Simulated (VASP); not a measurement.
# SnO (Pm) in VASP: notebook

SnO is run at these levels: PBE; tasks: single point.

Program: VASP 6.6.1. These are calculated values, not measurements. Logs are shortened: lines on timing, memory, paths and dates and some standing lists are left out, and cuts for length are marked.

### Step 1. The cell of the first run

Symmetry: Pm, No. 6, monoclinic system. Conventional cell: a = 3.868 Å, b = 3.868 Å, c = 5.067 Å, α = 90.00°, β = 90.00°, γ = 90.00°. Sn (site symmetry m) has 4 O at 2.21 to 2.25 Å within 2.9 Å. Sn (site symmetry m) has 4 O at 2.14 to 2.48 Å within 2.8 Å. O (site symmetry m) has 4 Sn at 2.14 to 2.48 Å and 4 O at 2.60 to 2.88 Å within 2.9 Å. Within 3.0 Å of O (site symmetry m) lie 4 Sn at 2.25 Å and 4 O at 2.60 to 2.88 Å.

### Step 2. Single point, PBE (atom 3 (O) moved by (-0.200, +0.100) A along x and z)

Input file INCAR:

```
SYSTEM = SnO
  ALGO = Normal
  EDIFF = 1E-7
  ENCUT = 520
  GGA = PE
  ISIF = 2
  ISMEAR = 0
  LASPH = .TRUE.
  LCHARG = .TRUE.
  LELF = .TRUE.
  LREAL = .FALSE.
  LVHAR = .TRUE.
  LWAVE = .FALSE.
  NBANDS = 28
  NELM = 100
  PREC = Accurate
  SIGMA = 0.05
```

Input file KPOINTS:

```
k-points
0
G
  10 10 8
  0 0 0
```

Input file POSCAR:

```
SnO
1.0
    3.8681707514      0.0000000000      0.0000000000
    0.0000000000      3.8681707514      0.0000000000
    0.0000000000      0.0000000000      5.0672768981
Sn O
2 2
Direct
    0.0000000000      0.5000000000      0.2287361932
    0.5000000000      0.0000000000      0.7712638068
   -0.0517040257      0.0000000000      0.0197344653
    0.5000000000      0.5000000000      0.0000000000
```

Potentials or basis: VASP PAW PBE potentials, release 64 (Sn_d, O).

On the command line:

```
$ cat potpaw_PBE.64/Sn_d/POTCAR potpaw_PBE.64/O/POTCAR > POTCAR
$ mpirun -np 1 vasp_std > vasp.out
```

OUTCAR:

```text
SYSTEM = SnO
   EDIFF = 1E-7
   ENCUT = 520
   GGA = PE
   ISIF = 2
   ISMEAR = 0
   LASPH = .TRUE.
   LREAL = .FALSE.
   NELM = 100
   PREC = Accurate

 ion  position               nearest neighbor table
   1  0.000  0.500  0.229-   3 2.21   3 2.21   4 2.25   4 2.25   2 3.59   2 3.59   2 3.59   2 3.59

   2  0.500  0.000  0.771-   3 2.14   4 2.25   4 2.25   3 2.48   1 3.59   1 3.59   1 3.59   1 3.59

   3  0.948  0.000  0.020-   2 2.14   1 2.21   1 2.21   2 2.48
   4  0.500  0.500  0.000-   1 2.25   2 2.25   2 2.25   1 2.25

  LATTYP: Found a simple tetragonal cell.
 ALAT       =     3.8681707514
 C/A-ratio  =     1.3099930752

  Lattice vectors:

 A1 = (   3.8681707514,   0.0000000000,   0.0000000000)
 A2 = (   0.0000000000,   3.8681707514,   0.0000000000)
 A3 = (   0.0000000000,   0.0000000000,   5.0672768981)

Analysis of symmetry for initial positions (statically):
=====================================================================
 Subroutine PRICEL returns:
 Original cell was already a primitive cell.

 Routine SETGRP: Setting up the symmetry group for a
 simple tetragonal supercell.

 Subroutine GETGRP returns: Found  2 space group operations
 (whereof  2 operations were pure point group operations)
 out of a pool of 16 trial point group operations.

The static configuration has the point symmetry C_1h.

Analysis of symmetry for dynamics (positions and initial velocities):
=====================================================================
 Subroutine PRICEL returns:
 Original cell was already a primitive cell.

 Routine SETGRP: Setting up the symmetry group for a
 simple tetragonal supercell.

 Subroutine GETGRP returns: Found  2 space group operations
 (whereof  2 operations were pure point group operations)
 out of a pool of 16 trial point group operations.

The dynamic configuration has the point symmetry C_1h.

 Subroutine INISYM returns: Found  2 space group operations
 (whereof  2 operations are pure point group operations),
 and found     1 'primitive' translations

----------------------------------------------------------------------------------------

                                     Primitive cell

  volume of cell :      75.8204

  direct lattice vectors                    reciprocal lattice vectors
     3.868170751  0.000000000  0.000000000     0.258520129  0.000000000  0.000000000
     0.000000000  3.868170751  0.000000000     0.000000000  0.258520129  0.000000000
     0.000000000  0.000000000  5.067276898     0.000000000  0.000000000  0.197344653

  length of vectors
     3.868170751  3.868170751  5.067276898     0.258520129  0.258520129  0.197344653

  position of ions in fractional coordinates (direct lattice)
     0.000000000  0.500000000  0.228736193
     0.500000000  0.000000000  0.771263807
     0.948295974  0.000000000  0.019734465
     0.500000000  0.500000000  0.000000000

  ion indices of the primitive-cell ions
   primitive index   ion index
                 1           1
                 2           2
                 3           3
                 4           4

----------------------------------------------------------------------------------------

 KPOINTS: k-points

Automatic generation of k-mesh.
 Grid dimensions read from file:
 generate k-points for:   10   10    8

 Generating k-lattice:

  Cartesian coordinates                     Fractional coordinates (reciprocal lattice)
     0.025852013  0.000000000  0.000000000     0.100000000  0.000000000  0.000000000
     0.000000000  0.025852013  0.000000000     0.000000000  0.100000000  0.000000000
     0.000000000  0.000000000  0.024668082     0.000000000  0.000000000  0.125000000

  Length of vectors
     0.025852013  0.025852013  0.024668082

  Shift w.r.t. Gamma in fractional coordinates (k-lattice)
     0.000000000  0.000000000  0.000000000

 Subroutine IBZKPT returns following result:
 ===========================================

 Found    252 irreducible k-points:

 Following reciprocal coordinates:
            Coordinates               Weight
  0.000000  0.000000  0.000000      1.000000
  0.100000  0.000000  0.000000      2.000000
  0.000000  0.100000  0.000000      2.000000
  0.200000  0.000000  0.000000      2.000000
  0.000000  0.200000  0.000000      2.000000
  0.300000  0.000000  0.000000      2.000000
[... 16 lines left out ...]
 -0.200000  0.300000  0.000000      4.000000
  0.400000  0.200000  0.000000      4.000000
 [... further k-points ...]
   k-points           NKPTS =    252   k-points in BZ     NKDIM =    252   number of bands    NBANDS=     28
   number of dos      NEDOS =    301   number of ions     NIONS =      4
   total plane-waves  NPLWV =  36000
   dimension x,y,z NGX =    30 NGY =   30 NGZ =   40
   dimension x,y,z NGXF=    60 NGYF=   60 NGZF=   80
   ions per type =               2   2
   NGX,Y,Z   is equivalent  to a cutoff of  12.89, 12.89, 13.12 a.u.
   NGXF,Y,Z  is equivalent  to a cutoff of  25.79, 25.79, 26.25 a.u.
 SYSTEM =  SnO
   PREC   = accura    normal or accurate (medium, high low for compatibility)
   ISTART =      0    job   : 0-new  1-cont  2-samecut
   ICHARG =      2    charge: 1-file 2-atom 10-const
   ISPIN  =      1    spin polarized calculation?
   LNONCOLLINEAR =      F non collinear calculations
   LSORBIT =      F    spin-orbit coupling
   LASPH  =      T    aspherical Exc in radial PAW
   ENCUT  =  520.0 eV  38.22 Ry    6.18 a.u.   7.19  7.19  9.42*2*pi/ulx,y,z
   NELM   =    100;   NELMIN=  2; NELMDL= -5     # of ELM steps
   EDIFF  = 0.1E-06   stopping-criterion for ELM
   LREAL  =      F    real-space projection
   EDIFFG = 0.1E-05   stopping-criterion for IOM
   NSW    =      0    number of steps for IOM
   IBRION =     -1    ionic relax: 0-MD 1-quasi-New 2-CG
   NFREE  =      0    steps in history (QN), initial steepest desc. (CG)
   ISIF   =      2    stress and relaxation
   ISYM   =      2    0-nonsym 1-usesym 2-fastsym
   POTIM  = 0.5000    time-step for ionic-motion
   TEBEG  =    0.0;   TEEND  =   0.0 temperature during run
   PSTRESS=    0.0 pullay stress
   NELECT =      40.0000    total number of electrons
   NUPDOWN=      -1.0000    fix difference up-down
   EMIN   =  10.00;   EMAX   =-10.00  energy-range for DOS
   EFERMI =   0.00;   METHOD = LEGACY
   ISMEAR =     0;   SIGMA  =   0.05  broadening in eV -4-tet -1-fermi 0-gaus
   EFERMI_NEDOS =   21; number of points for ismear=-14 and -15
   IALGO  =     38    algorithm
   IMIX   =      4    mixing-type and parameters
     AMIX     =   0.40;   BMIX     =  1.00
     AMIX_MAG =   1.60;   BMIX_MAG =  1.00
  volume/ion in A,a.u.               =      18.96       127.92
  Fermi-wavevector in a.u.,A,eV,Ry     =   1.322816  2.499760 23.808057  1.749843
  Thomas-Fermi vector in A             =   2.452470
   LORBIT       =      0    0 simple, 1 ext, 2 COOP (PROOUT), +10 PAW based schemes
   GGA     = PE    functional components
   LHFCALC =     F    Hartree Fock is set to
   AEXX    =    0.0000 exact exchange contribution
   IVDW    =     0    specifies the selected vdW correction
   LEPSILON=     F    determine dielectric tensor
   LRPA    =     F    only Hartree local field effects (RPA)
 non-spin polarized calculation
 Gauss-broadening in eV      SIGMA  =   0.05
  energy-cutoff  :      520.00
  volume of cell :       75.82
 maximum number of plane-waves:      2060
 NGX is ok and might be reduce to    30
   NGX = 15   NGY = 15   NGZ = 19

 number of electron      39.9999992 magnetization

 Free energy of the ion-electron system (eV)
  ---------------------------------------------------
  ext. energy  EPLUGINS =         0.00000000
  ---------------------------------------------------
  free energy    TOTEN  =       -22.58119202 eV

  energy without entropy =      -22.58119202  energy(sigma->0) =      -22.58119202

 E-fermi :   6.3262     XC(G=0):  -9.8207

 val. band max:        6.1265944692   @ k =   0.0000   0.0000   0.0000
 cond. band min:       6.6014795319   @ k =   0.5000   0.5000   0.0000
 fundamental gap:      0.4748850627
 Fermi energy:         6.3262053600

 k-point     1 :       0.0000    0.0000    0.0000
  band No.  band energies     occupation
      1     -15.6233      2.00000
      2     -15.3206      2.00000
      3     -15.2821      2.00000
      4     -15.2440      2.00000
      5     -15.2197      2.00000
      6     -15.2104      2.00000
[... 20 lines left out ...]
     27      13.1016      0.00000
     28      13.6487      0.00000

 k-point     2 :       0.1000    0.0000    0.0000
  band No.  band energies     occupation
      1     -15.6196      2.00000
      2     -15.3274      2.00000
      3     -15.2823      2.00000
      4     -15.2402      2.00000
      5     -15.2193      2.00000
      6     -15.2079      2.00000
[... 20 lines left out ...]
     27      13.4093      0.00000
     28      14.2920      0.00000

 k-point     3 :       0.0000    0.1000    0.0000
  band No.  band energies     occupation
      1     -15.6177      2.00000
      2     -15.3206      2.00000
      3     -15.2853      2.00000
      4     -15.2434      2.00000
      5     -15.2188      2.00000
      6     -15.2087      2.00000
[... 20 lines left out ...]
     27      13.1945      0.00000
     28      14.4178      0.00000

 k-point     4 :       0.2000    0.0000    0.0000
  band No.  band energies     occupation
      1     -15.6088      2.00000
      2     -15.3537      2.00000
      3     -15.2830      2.00000
      4     -15.2328      2.00000
      5     -15.2180      2.00000
      6     -15.2014      2.00000
[... 20 lines left out ...]
     27      13.6039      0.00000
     28      15.7690      0.00000

 k-point     5 :       0.0000    0.2000    0.0000
  band No.  band energies     occupation
      1     -15.6019      2.00000
      2     -15.3332      2.00000
      3     -15.2912      2.00000
      4     -15.2457      2.00000
      5     -15.2141      2.00000
      6     -15.2082      2.00000
[... 20 lines left out ...]
     27      13.3887      0.00000
     28      15.8427      0.00000

 k-point     6 :       0.3000    0.0000    0.0000
  band No.  band energies     occupation
      1     -15.5914      2.00000
      2     -15.4043      2.00000
      3     -15.2841      2.00000
      4     -15.2321      2.00000
      5     -15.2160      2.00000
      6     -15.2046      2.00000
[... 463 lines left out ...]
      5     -15.2208      2.00000
      6     -15.1983      2.00000
[... 20 lines left out ...]
     27      14.8470      0.00000
     28      15.2399      0.00000

 k-point    22 :       0.3000    0.2000    0.0000
  band No.  band energies     occupation
      1     -15.5846      2.00000
      2     -15.4341      2.00000
      3     -15.2881      2.00000
      4     -15.2489      2.00000
      5     -15.2157      2.00000
      6     -15.1898      2.00000
[... 20 lines left out ...]
     27      14.3092      0.00000
     28      14.8234      0.00000

 k-point    23 :      -0.2000    0.3000    0.0000
  band No.  band energies     occupation
      1     -15.5782      2.00000
      2     -15.4274      2.00000
      3     -15.2874      2.00000
      4     -15.2562      2.00000
      5     -15.2127      2.00000
      6     -15.1934      2.00000
[... 20 lines left out ...]
     27      14.3417      0.00000
     28      14.8090      0.00000

 k-point    24 :       0.4000    0.2000    0.0000
  band No.  band energies     occupation
      1     -15.5703      2.00000
      2     -15.4838      2.00000
      3     -15.2869      2.00000
      4     -15.2490      2.00000
      5     -15.2116      2.00000
      6     -15.1829      2.00000
[... 20 lines left out ...]
     27      13.9409      0.00000
     28      14.4799      0.00000

 [... further k-points ...]

------------------------ aborting loop because EDIFF is reached ----------------------------------------

  FORCE on cell =-STRESS in cart. coord.  units (eV):
  Direction    XX          YY          ZZ          XY          YZ          ZX
  --------------------------------------------------------------------------------------
  -------------------------------------------------------------------------------------
  Total        0.2562603      0.9969972      0.3392908      0.0000000      0.0000000      0.4780364
  in kB        5.4150949     21.0677717      7.1696296      0.0000000      0.0000000     10.1014951
  external PRESSURE =      11.2174987 kB  Pullay stress =       0.0000000 kB

 VOLUME and BASIS-vectors are now :
 -----------------------------------------------------------------------------
  energy-cutoff  :      520.00
  volume of cell :       75.82
      direct lattice vectors                 reciprocal lattice vectors
     3.868170751  0.000000000  0.000000000     0.258520129  0.000000000  0.000000000
     0.000000000  3.868170751  0.000000000     0.000000000  0.258520129  0.000000000
     0.000000000  0.000000000  5.067276898     0.000000000  0.000000000  0.197344653

 POSITION                                       TOTAL-FORCE (eV/Angst)
 -----------------------------------------------------------------------------------
      0.00000      1.93409      1.15907        -0.159276      0.000000      0.393309
      1.93409      0.00000      3.90821        -0.257671      0.000000      0.024772
      3.66817      0.00000      0.10000         1.168078      0.000000     -0.334470
      1.93409      1.93409      0.00000        -0.751131      0.000000     -0.083612
 -----------------------------------------------------------------------------------
    total drift:                                0.000117      0.000000      0.000140

  FREE ENERGIE OF THE ION-ELECTRON SYSTEM (eV)
  ---------------------------------------------------
  free  energy   TOTEN  =       -22.5811920182 eV

  energy  without entropy=      -22.5811920182  energy(sigma->0) =      -22.58119202
```

It took 3.6 min on 1 thread of Intel Xeon 6975P-C (Granite Rapids), shared host; peak memory 0.51 GiB.

Results:

* Free energy: -22.5812 eV
* Pressure: 1.1 GPa
* Largest force: 1.215 eV/Å
* Band gap on the k mesh: 0.47 eV (least direct gap 1.85 eV)

Forces in eV/Å, atoms in the order of the input:
```
Sn  -0.159  0.000  0.393
Sn  -0.258  0.000  0.025
O    1.168  0.000 -0.334
O   -0.751  0.000 -0.084
```

Stress tensor (GPa, compression positive):
```
0.54 0.00 1.01
0.00 2.11 0.00
1.01 0.00 0.72
```

Caveat: the cell differs from its parent crystal (atom 3 (O) moved by (-0.200, +0.100) A along x and z); spin-orbit coupling is left out, which moves the levels of the heavy elements; forces of over 1 eV/Å act on the atoms, so gaps and moduli don't describe the material at rest. A k mesh can miss the band edges.

### Step 3. Single point, PBE (atom 3 (O) moved by (-0.200, -0.200) A along x and z)

Input file INCAR:

```
ALGO = Normal
EDIFF = 1E-6
ENCUT = 520
GGA = PE
ISIF = 2
ISMEAR = 0
LASPH = T
LCHARG = T
LELF = T
LREAL = F
LVHAR = T
LWAVE = F
NBANDS = 28
NELM = 80
PREC = Accurate
SIGMA = 0.05
```

Input file KPOINTS:

```
k-points
0
Gamma
  10 10 8
```

POSCAR: that of step 2 with these lines changed.

```diff
@@ -10,3 +10,3 @@
     0.5000000000      0.0000000000      0.7712638068
-   -0.0517040257      0.0000000000      0.0197344653
+   -0.0517040257      0.0000000000     -0.0394689306
     0.5000000000      0.5000000000      0.0000000000
```

Potentials or basis: VASP PAW PBE potentials, release 64 (Sn_d, O).

On the command line:

```
$ cat potpaw_PBE.64/Sn_d/POTCAR potpaw_PBE.64/O/POTCAR > POTCAR
$ mpirun -np 1 vasp_std > vasp.out
```

Wall time 11 min (1 thread of Intel Xeon 8259CL, shared host); peak memory 0.51 GiB.

The run converged. Its results:

```yaml
Free_energy: -22.3489 eV
Pressure: 2.4 GPa
Largest_force: 3.180 eV/Å
Band_gap_on_the_k_mesh: 0.42 eV (least direct gap 1.76 eV)
```

Forces in eV/Å, atoms in the order of the input:
```
Sn  -0.187  0.000 -0.477
Sn  -1.537  0.000 -1.445
O    2.570  0.000  1.873
O   -0.846  0.000  0.050
```

Stress tensor (GPa, compression positive):
```
 6.91  0.00  2.64
 0.00 -1.00  0.00
 2.64  0.00  1.25
```

Levels at points of the mesh, in eV from the valence-band top:
```csv
k point,band 17,band 18,band 19,band 20,band 21,band 22,band 23,band 24
"(0.00, 0.00, 0.00)",-3.31,-3.01,-2.58,-0.01,1.91,4.10,4.53,5.04
"(0.50, 0.00, 0.00)",-4.29,-3.81,-2.54,-2.17,3.02,3.91,5.13,5.42
"(0.00, 0.50, 0.00)",-4.52,-4.36,-2.31,-2.00,2.40,2.70,5.28,5.63
"(0.50, 0.50, 0.00)",-2.34,-2.30,-1.85,-1.33,0.43,0.57,4.35,4.71
"(0.00, 0.00, 0.50)",-3.28,-3.05,-2.58,-1.86,1.76,3.07,3.72,3.79
"(0.50, 0.00, 0.50)",-4.60,-3.78,-1.93,-1.26,2.41,2.85,4.82,5.66
"(0.00, 0.50, 0.50)",-4.66,-4.33,-1.66,-1.12,2.06,2.48,5.37,5.54
"(0.50, 0.50, 0.50)",-2.76,-2.45,-1.97,-1.81,2.26,2.64,3.74,3.95
```

Caveat: the cell differs from its parent crystal (atom 3 (O) moved by (-0.200, -0.200) A along x and z); spin-orbit coupling is left out, which moves the levels of the heavy elements; forces of over 1 eV/Å act on the atoms, so gaps and moduli don't describe the material at rest. A k mesh can miss the band edges.

### Step 4. Single point, PBE (atom 3 (O) moved by (-0.200, +0.000) A along x and z)

Input file INCAR:

```
ALGO = Normal
EDIFF = 1E-6
ENCUT = 520
GGA = PE
ISIF = 2
ISMEAR = 0
LASPH = True
LCHARG = True
LELF = True
LREAL = False
LVHAR = True
LWAVE = False
NBANDS = 28
NELM = 80
PREC = Accurate
SIGMA = 0.05
```

KPOINTS is that of step 3.

POSCAR: that of step 3 with these lines changed.

```diff
@@ -10,3 +10,3 @@
     0.5000000000      0.0000000000      0.7712638068
-   -0.0517040257      0.0000000000     -0.0394689306
+   -0.0517040257      0.0000000000      0.0000000000
     0.5000000000      0.5000000000      0.0000000000
```

On the command line:

```
$ cat potpaw_PBE.64/Sn_d/POTCAR potpaw_PBE.64/O/POTCAR > POTCAR
$ mpirun -np 1 vasp_std > vasp.out
```

Wall time 12 min (1 thread of Intel Xeon 8259CL, shared host); peak memory 0.51 GiB.

It converged, with:

| Property | Result |
| --- | --- |
| Free energy | -22.5780 eV |
| Pressure | 1.3 GPa |
| Largest force | 1.608 eV/Å |
| Band gap on the k mesh | 0.50 eV (least direct gap 1.85 eV) |

Forces in eV/Å, atoms in the order of the input:
```
Sn  -0.188  0.000  0.011
Sn  -0.580  0.000 -0.376
O    1.557  0.000  0.403
O   -0.789  0.000 -0.038
```

Stress tensor (GPa, compression positive):
```
2.17 0.00 1.46
0.00 0.79 0.00
1.46 0.00 0.87
```

Levels at points of the mesh, in eV from the valence-band top:
```
           k point  band 18  band 19  band 20  band 21  band 22  band 23
(0.00, 0.00, 0.00)    -2.85    -2.79     0.00     1.85     4.03     4.88
(0.50, 0.00, 0.00)    -4.05    -2.43    -2.27     2.61     3.53     5.57
(0.00, 0.50, 0.00)    -4.29    -2.30    -2.26     2.95     3.01     5.23
(0.50, 0.50, 0.00)    -2.20    -1.77    -1.73     0.50     0.54     4.47
(0.00, 0.00, 0.50)    -2.91    -2.80    -1.94     1.80     3.30     3.41
(0.50, 0.00, 0.50)    -4.02    -1.70    -1.39     2.39     2.55     5.42
(0.00, 0.50, 0.50)    -4.34    -1.52    -1.49     2.42     2.44     5.17
(0.50, 0.50, 0.50)    -2.34    -2.20    -2.18     2.58     2.62     3.62
```

Caveat: the cell differs from its parent crystal (atom 3 (O) moved by (-0.200, +0.000) A along x and z); spin-orbit coupling is left out, which moves the levels of the heavy elements; forces of over 1 eV/Å act on the atoms, so gaps and moduli don't describe the material at rest.

### Step 5. Overview

| cell | gap on the mesh (eV) | pressure (GPa) | largest force (eV/Å) |
| --- | --- | --- | --- |
| as given, atomic positions A | 0.47 | 1.1 | 1.22 |
| as given, atomic positions B | 0.42 | 2.4 | 3.18 |
| as given, atomic positions C | 0.50 | 1.3 | 1.61 |

Alike in all rows: task single point; level PBE; potentials or basis VASP PAW PBE potentials, release 64 (Sn_d, O); no spin polarisation; k mesh 10 × 10 × 8; cutoff (eV) 520; smearing gaussian 0.05 eV.

Caveats: spin-orbit coupling is left out, which moves the levels of the heavy elements; forces of over 1 eV/Å act on the atoms, so gaps and moduli don't describe the material at rest.

Absolute energies hang on the potentials; compare differences alone.
